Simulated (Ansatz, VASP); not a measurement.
**Mg3TeSe2: VASP beside Ansatz**

INCAR

```
ALGO     = Normal         # electronic algorithm
EDIFF    = 1E-6           # SCF threshold, eV
EDIFFG   = -0.01          # ionic threshold
ENCUT    = 600            # plane-wave cutoff, eV
GGA      = PE             # functional
IBRION   = 2              # ionic algorithm
ISIF     = 3              # what is computed and relaxed
ISMEAR   = 0              # smearing method
LASPH    = True           # aspherical terms in the spheres
LCHARG   = False          # write CHGCAR
LREAL    = False          # projectors in reciprocal space
LWAVE    = False          # write WAVECAR
NELM     = 100            # most SCF steps
NSW      = 100            # ionic steps
PREC     = Accurate       # precision mode
SIGMA    = 0.1            # smearing width, eV
```

KPOINTS

```
k-points
0
Gamma
  6 6 8
```

File POSCAR:

```
Mg3TeSe2
1.0
    5.9818903900      0.0000000000      0.0000000000
   -2.9909452000      5.1804690400      0.0000000000
    0.0000000000      0.0000000000      4.6525918000
Mg Te Se
3 1 2
Direct
    0.5000000000      0.0000000000      0.5000000000
    0.5000000000      0.5000000000      0.5000000000
    0.0000000000      0.5000000000      0.5000000000
    0.0000000000      0.0000000000      0.0000000000
    0.3333333300      0.6666666700      0.0000000000
    0.6666666700      0.3333333300      0.0000000000
```

Input for Ansatz:

```yaml
crystal:
  lattice:
    - [5.98189039, 0.0, 0.0]
    - [-2.9909452, 5.18046904, 0.0]
    - [0.0, 0.0, 4.6525918]
  atoms:
    - { symbol: Mg, position: [0.5, 0.0, 0.5] }
    - { symbol: Mg, position: [0.5, 0.5, 0.5] }
    - { symbol: Mg, position: [0.0, 0.5, 0.5] }
    - { symbol: Te, position: [0.0, 0.0, 0.0] }
    - { symbol: Se, position: [0.33333333, 0.66666667, 0.0] }
    - { symbol: Se, position: [0.66666667, 0.33333333, 0.0] }
basis:
  ecutwfc: 420
kpoints:
  mp_grid: { grid: [6, 6, 8] }
hamiltonian:
  xc: pbe
scf:
  occupations: { method: gaussian, width: 0.1 }
output:
  forces: true
  stress: true
  eigenvalues: true
  write_density: true
  write_potential: true
  elf: true
  volumetric_format: npy
relax:
  adjacent_minimum: "off"
  f_tol: 0.01
  max_steps: 80
  cell: { stress_tol: 0.05 }
```

Change from the starting cell: species swapped into the GdAl3Pd2 type (P6/mmm, No. 191).

Alike in both runs: task relaxation of cell and atoms; functional PBE; k mesh 6 × 6 × 8; occupations gaussian, width 0.1 eV; no spin polarisation.

```csv
,VASP,Ansatz
version,VASP 6.6.1,Ansatz 0.2.0
potentials or method,"VASP PAW PBE potentials, release 64 (Mg, Te, Se), cutoff 600 eV","scalar-relativistic, plane waves, PAW"
valence electrons in the cell,24,78
```

|  | VASP | Ansatz | Ansatz less VASP |
| --- | --- | --- | --- |
| gap on the k mesh at the Fermi level, each at its own relaxed structure (eV) | none | none | - |
| relaxed volume (Å³/atom) | 24.77 | 24.80 | +0.032 |
| relaxed cell length with the largest relative difference (Å) | 3.565 | 3.568 | +0.0026 |

A gap of «none» marks a metal or a gap that the smearing closes. VASP's potentials hold 24 valence electrons a cell and Ansatz's 78, so a difference there can come from the potentials and not from the codes.

Spin-orbit coupling is off throughout.
